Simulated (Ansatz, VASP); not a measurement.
# CsSnBr3 in VASP and in Ansatz

The input INCAR:

```
PREC = Accurate ; ENCUT = 500
EDIFF = 1E-6 ; ISMEAR = 0
SIGMA = 0.01 ; LREAL = False
LASPH = True ; NELM = 120
ALGO = Normal ; ISIF = 2
LWAVE = False ; LCHARG = False
GGA = PE ; NBANDS = 30
GGA_COMPAT = False
```

File KPOINTS:

```
Automatic mesh
0
Gamma
  4 4 4
```

The input POSCAR:

```
CsSnBr3
1.0
    5.8390060000      0.0000000000      0.0000000000
    0.0000000000      5.8390060000      0.0000000000
    0.0000000000      0.0000000000      5.8390060000
Cs Sn Br
1 1 3
Direct
    0.0000000000      0.0000000000      0.0000000000
    0.5000000000      0.5000000000      0.5000000000
    0.5000000000      0.0000000000      0.5000000000
    0.5000000000      0.5000000000      0.0000000000
    0.0000000000      0.5000000000      0.5000000000
```

Input for Ansatz:

```yaml
crystal:
  lattice:
    - [5.839006, 0.0, 0.0]
    - [0.0, 5.839006, 0.0]
    - [0.0, 0.0, 5.839006]
  atoms:
    - { symbol: Cs, position: [0.0, 0.0, 0.0] }
    - { symbol: Sn, position: [0.5, 0.5, 0.5] }
    - { symbol: Br, position: [0.5, 0.0, 0.5] }
    - { symbol: Br, position: [0.5, 0.5, 0.0] }
    - { symbol: Br, position: [0.0, 0.5, 0.5] }
basis:
  ecutwfc: 470.0
kpoints:
  mp_grid:
    grid: [4, 4, 4]
scf:
  occupations:
    method: fixed
output:
  optics:
    de: 0.05
    sigma: 0.1
    nscf_kmesh:
      grid: [5, 5, 5]
    bands:
      spectra_wanted_up_to: 10.0
```

Alike in both runs: task single point; functional PBE; k mesh 4 × 4 × 4; no spin polarisation.

|  | VASP | Ansatz |
| --- | --- | --- |
| version | VASP 6.6.1 | Ansatz 0.2.0 |
| potentials or method | VASP PAW PBE potentials, release 64 (Cs_sv, Sn_d, Br), cutoff 500 eV | plane waves, PAW |
| occupations | gaussian, width 0.01 eV | fixed |
| valence electrons in the cell | 44 | 44 |

|  | VASP | Ansatz | Ansatz less VASP |
| --- | --- | --- | --- |
| gap on the k mesh at the Fermi level (eV) | 0.50 | 0.50 | 0.000 |

Neither program's run includes spin-orbit coupling.
